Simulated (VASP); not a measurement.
Here is a VASP 6.6.1 calculation.

File INCAR:

```
SYSTEM = SiC4
ALGO = Normal
EDIFF = 1E-6
ENCUT = 910
GGA = PE
GGA_COMPAT = .FALSE.
ISIF = 2
ISMEAR = 0
LASPH = .TRUE.
LCHARG = .FALSE.
LREAL = .FALSE.
LWAVE = .FALSE.
NBANDS = 18
NELM = 120
PREC = Accurate
SIGMA = 0.1
```

The input KPOINTS:

```
k-points
0
G
  12 12 8
  0 0 0
```

File POSCAR:

```
SiC4
1.0
    3.4620265248      0.0000000000      0.0000000000
   -1.7310132624      2.9982029190      0.0000000000
    0.0000000000      0.0000000000      5.5952087967
Si C
1 4
Direct
    0.0000000000      0.0000000000      0.0000000000
    0.3333333333      0.6666666667      0.8659847634
    0.3333333333      0.6666666667      0.1340152366
    0.6666666667      0.3333333333      0.1340152366
    0.6666666667      0.3333333333      0.8659847634
```

Potentials or basis: VASP PAW PBE potentials, release 64 (Si, C_h).

Launch:

```sh
$ cat potpaw_PBE.64/Si/POTCAR potpaw_PBE.64/C_h/POTCAR > POTCAR
$ mpirun -np 1 vasp_std > vasp.out
```

(1) What does it give for the band gap on the k mesh?

(2) Estimate the pressure.

Answers

(1) zero (band 10 reaches 5.32 eV, above the bottom of band 11 at 4.33 eV).

(2) -0.1 GPa.

Caveat: the cutoff is under 1.25 times the usual one of these potentials, so pressure, stress and relaxed cells hold a basis-set (Pulay) error; this functional lacks dispersion, which binds the layers, so the pressure and a relaxed spacing across them are unreliable.
